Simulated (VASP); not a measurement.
Set up this calculation in VASP 6.6.1, as the native input.

```yaml
Task: single point
Functional: PBEsol
Potentials_or_basis: VASP PAW PBE potentials, release 64 (Co, O)
Cutoff: 520 eV
k_mesh: 8 × 8 × 8
Occupations: gaussian, width 0.05 eV
Spin: collinear spin, ferromagnetic start
Starting_moments: "[2.78, 0.35] μB"
Hubbard_terms: Co d U = 1.0 eV
Dipole_correction: no
Further_INCAR_settings: ALGO = Normal; EDIFF = 1e-06; NBANDS = 18
```

The structure of CoO lies in POSCAR:

```
CoO
1.0
    0.0000000000      2.1315016600      2.1315016600
    2.1315016600      0.0000000000      2.1315016600
    2.1315016600      2.1315016600      0.0000000000
Co O
1 1
Direct
    0.0000000000      0.0000000000      0.0000000000
    0.5000000000      0.5000000000      0.5000000000
```

The input as run:

INCAR

```
PREC     = Accurate       # precision mode
ENCUT    = 520            # plane-wave cutoff, eV
EDIFF    = 1E-6           # SCF threshold, eV
ISMEAR   = 0              # smearing method
SIGMA    = 0.05           # smearing width, eV
LREAL    = F              # projectors in reciprocal space
LASPH    = T              # aspherical terms in the spheres
NELM     = 150            # most SCF steps
ALGO     = Normal         # electronic algorithm
ISIF     = 2              # what is computed and relaxed
LWAVE    = F              # write WAVECAR
LCHARG   = T              # write CHGCAR
ISPIN    = 2              # spin polarisation
MAGMOM   = 2.78 0.35      # initial moments
LORBIT   = 11             # projections on sites
LMAXMIX  = 4              # l up to which the mixer works
LDAU     = T              # DFT+U
LDAUTYPE = 2            
LDAUL    = 2 -1           # shell
LDAUU    = 1 0            # U, eV
LDAUJ    = 0 0          
LDAUPRINT= 1            
GGA      = PS             # functional
LELF     = T              # ELF
LVHAR    = T            
NBANDS   = 18             # bands
```

KPOINTS

```
regular mesh
0
Gamma
  8 8 8
```

Potentials or basis: VASP PAW PBE potentials, release 64 (Co, O).

Run with:

```sh
$ cat potpaw_PBE.64/Co/POTCAR potpaw_PBE.64/O/POTCAR > POTCAR
$ mpirun -np 1 vasp_std > vasp.out
```

It gave:

| Quantity | Value |
| --- | --- |
| Pressure | -11.3 GPa |
| Band gap on the k mesh | zero (filled and empty bands overlap) |
| Net moment | 3.00 μB per cell |
| Site moments | Co +2.65; O +0.31 μB |
| Valence electrons inside the program's atomic spheres | Co 7.79; O 4.96 |

Caveat: the PAW data sets were made with another functional, which shifts forces and pressure a little; a cell with one magnetic atom can't hold antiferromagnetic order, which such compounds often take.

Wall time 35 s on 1 thread of Intel(R) Xeon(R) Platinum 8375C CPU @ 2.90GHz (Ice Lake), with other jobs on the host, peak memory 0.15 GiB.
